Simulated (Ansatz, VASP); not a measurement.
Mg: VASP beside Ansatz

The input INCAR:

```
SYSTEM = Mg
PREC = Accurate ; ENCUT = 520
EDIFF = 1E-7 ; ISMEAR = -1
SIGMA = 0.08 ; LREAL = .False.
LASPH = .True. ; NELM = 80
ALGO = Normal ; ISIF = 2
LWAVE = .False. ; LCHARG = .True.
GGA = PE ; LELF = .True.
LVHAR = .True. ; NBANDS = 7
```

Contents of KPOINTS:

```
Automatic mesh
0
Gamma
  16 16 16
  0 0 0
```

Contents of POSCAR:

```
Mg
1.0
    0.0000000000      1.6663180056      1.6663180056
    1.6663180056      0.0000000000      1.6663180056
    1.6663180056      1.6663180056      0.0000000000
Mg
1
Direct
    0.0000000000      0.0000000000      0.0000000000
```

Input for Ansatz:

```yaml
crystal:
  lattice:
    - [0.0, 1.6663180056, 1.6663180056]
    - [1.6663180056, 0.0, 1.6663180056]
    - [1.6663180056, 1.6663180056, 0.0]
  atoms:
    - { symbol: Mg, position: [0.0, 0.0, 0.0] }
kpoints:
  mp_grid: { grid: [16, 16, 16] }
scf:
  occupations: { method: fermi_dirac, width: 0.08 }
hamiltonian:
  xc: pbe
  pseudopotentials: { kind: nc }
output:
  forces: true
  stress: true
  eigenvalues: true
```

Change from the starting cell: volume scaled by 0.4, norm-conserving files.

Alike in both runs: task single point; functional PBE; k mesh 16 × 16 × 16; occupations fermi-dirac, width 0.08 eV; no spin polarisation.

|  | VASP | Ansatz |
| --- | --- | --- |
| version | VASP 6.6.1 | Ansatz 0.2.0 |
| potentials or method | VASP PAW PBE potentials, release 64 (Mg) | norm-conserving pseudopotentials, scalar-relativistic |
| plane-wave cutoff (eV) | 520 | 1143 |
| valence electrons in the cell | 2 | 10 |

|  | VASP | Ansatz | Ansatz less VASP |
| --- | --- | --- | --- |
| pressure (GPa) | 189.8 | 185.6 | -4.26 |

Both programs put the cell under a high pressure, so it lies far from rest at this level. With one functional, cell and mesh, what is left measures potentials, basis and numerics. VASP's potentials hold 2 valence electrons a cell and Ansatz's 10, so a difference there can come from the potentials and not from the codes.

Noted on VASP's run: the cell as given lies far from equilibrium.
